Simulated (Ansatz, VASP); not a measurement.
**One calculation of Mg, two programs**

```
Mg
1.0
     3.20938    0.00000    0.00000
    -1.60469    2.77940    0.00000
     0.00000    0.00000    5.14545
Mg
2
Direct
  0.33333 0.66667 0.25000
  0.66667 0.33333 0.75000
```

Alike in both runs: functional PBE; k mesh 15 × 15 × 8; occupations fermi-dirac, width 0.1 eV; no spin polarisation.

Ansatz relaxed the structure, and its values are those at the end. VASP's run is a single point on that final structure, the one shown.

|  | VASP | Ansatz |
| --- | --- | --- |
| version | VASP 6.6.1 | Ansatz 0.2.0 |
| potentials or method | VASP PAW PBE potentials, release 64 (Mg) | PAW with Ansatz's default frozen-core files, scalar-relativistic |
| plane-wave cutoff (eV) | 520 | 420 |
| valence electrons in the cell | 4 | 20 |

VASP gave:

```
pressure (GPa) : -0.1
```

**Question.** Which values does Ansatz return?

**Answer.** Pressure (GPa): 0.0.

VASP's potentials hold 4 valence electrons a cell and Ansatz's 20, so a difference there can come from the potentials and not from the codes.
